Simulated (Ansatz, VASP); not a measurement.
# Ru in VASP and in Ansatz

File INCAR:

```
PREC = Accurate
ENCUT = 520
EDIFF = 1E-6
ISMEAR = -1
SIGMA = 0.1
LREAL = F
LASPH = T
NELM = 80
ALGO = Normal
ISIF = 2
LWAVE = F
LCHARG = F
NBANDS = 21
```

The input KPOINTS:

```
Automatic mesh
0
Gamma
  11 11 6
```

The input POSCAR:

```
Ru
1.0
    2.6775346364      0.0000000000      0.0000000000
   -1.3387673182      2.3188130146      0.0000000000
    0.0000000000      0.0000000000      4.2181251212
Ru
2
Direct
    0.3333333333      0.6666666667      0.2500000000
    0.6666666667      0.3333333333      0.7500000000
```

Input for Ansatz:

```yaml
crystal:
  lattice:
    - [2.6775346364, 0.0, 0.0]
    - [-1.3387673182, 2.3188130146, 0.0]
    - [0.0, 0.0, 4.2181251212]
  atoms:
    - { symbol: Ru, position: [0.3333333333, 0.6666666667, 0.25] }
    - { symbol: Ru, position: [0.6666666667, 0.3333333333, 0.75] }
hamiltonian:
  xc: lda
  pseudopotentials:
    kind: paw
    azcp:
      Ru: "pseudopotentials/Ru.paw.azcp"
basis:
  ecutwfc: 420
  fft_grid_basis: typed
kpoints:
  mp_grid: { grid: [11, 11, 6], shift: [0, 0, 0] }
magnetization:
  spin_polarized: false
scf:
  occupations: { method: fermi_dirac, width: 0.1 }
  lower_state_search: "off"
output:
  stress: true
```

Alike in both runs: task single point; functional LDA; k mesh 11 × 11 × 6; occupations fermi-dirac, width 0.1 eV; no spin polarisation.

|  | VASP | Ansatz |
| --- | --- | --- |
| version | VASP 6.6.1 | Ansatz 0.2.0 |
| potentials or method | VASP PAW LDA potentials, release 64 (Ru_pv), cutoff 520 eV | plane waves (420 eV) with PAW, scalar-relativistic |
| valence electrons in the cell | 28 | 32 |

```csv
,VASP,Ansatz,Ansatz less VASP
pressure (GPa),1.1,0.1,-1.01
"traceless stress, the component that is largest in VASP (GPa)",1.43,1.36,-0.068
```

Ansatz warns that its potentials were made for another functional, while VASP's fit it. LDA's correlation is that of Perdew and Zunger in VASP and of Perdew and Wang (1992) in Ansatz. VASP's potentials hold 28 valence electrons a cell and Ansatz's 32, so a difference there can come from the potentials and not from the codes.
